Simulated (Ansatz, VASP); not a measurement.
**Two plane-wave programs on SnO2**

The input INCAR:

```
ALGO = Normal ; EDIFF = 1E-7
ENCUT = 520 ; GGA = CA
ISIF = 2 ; ISMEAR = 0
LASPH = True ; LCHARG = False
LREAL = False ; LWAVE = False
NBANDS = 35 ; NELM = 60
PREC = Accurate ; SIGMA = 0.05
```

Contents of KPOINTS:

```
k-points
0
Gamma
  6 6 8
```

File POSCAR:

```
SnO2
1.0
    4.7212714761      0.0000000000      0.0000000000
    0.0000000000      4.7242464798      0.0000000000
    0.0000000000      0.0000000000      3.1900193999
Sn O
2 4
Direct
    0.5000000000      0.5000000000      0.5000000000
    0.0000000000      0.0000000000      0.0000000000
    0.3504980925      0.3514749487      0.0000000000
    0.8055669685      0.1934278808      0.5000000000
    0.1944330315      0.8065721192      0.5000000000
    0.6944330315      0.6934278808      0.0000000000
```

Input for Ansatz:

```yaml
crystal:
  lattice:
    - [4.7212714761, 0.0, 0.0]
    - [0.0, 4.7242464798, 0.0]
    - [0.0, 0.0, 3.1900193999]
  atoms:
    - { symbol: Sn, position: [0.5, 0.5, 0.5] }
    - { symbol: Sn, position: [0.0, 0.0, 0.0] }
    - { symbol: O, position: [0.3504980925, 0.3514749487, 0.0] }
    - { symbol: O, position: [0.8055669685, 0.1934278808, 0.5] }
    - { symbol: O, position: [0.1944330315, 0.8065721192, 0.5] }
    - { symbol: O, position: [0.6944330315, 0.6934278808, 0.0] }
basis:
  ecutwfc: 420
kpoints:
  mp_grid: { grid: [6, 6, 8] }
hamiltonian:
  xc: lda
scf:
  occupations: { method: gaussian, width: 0.05 }
output:
  forces: true
  stress: true
  eigenvalues: true
```

Alike in both runs: task single point; functional LDA; k mesh 6 × 6 × 8; occupations gaussian, width 0.05 eV; no spin polarisation.

|  | VASP | Ansatz |
| --- | --- | --- |
| version | VASP 6.6.1 | Ansatz 0.2.0 |
| potentials or method | VASP PAW LDA potentials, release 64 (Sn_d, O), cutoff 520 eV | scalar-relativistic, plane waves, PAW |
| valence electrons in the cell | 52 | 52 |

|  | VASP | Ansatz | Ansatz less VASP |
| --- | --- | --- | --- |
| gap on the k mesh at the Fermi level (eV) | 1.26 | 1.23 | -0.029 |
| least direct gap on the mesh (eV) | 1.26 | 1.23 | -0.029 |
| pressure (GPa) | 9.7 | 8.6 | -1.06 |
| traceless stress, the component that is largest in VASP (GPa) | 5.80 | 5.26 | -0.537 |
| rms of the force components (eV/Å) | 1.824 | 1.801 | -0.0231 |

LDA's correlation is that of Perdew and Zunger in VASP and of Perdew and Wang (1992) in Ansatz. Atom by atom the forces differ by 0.030 eV/Å (rms over components).
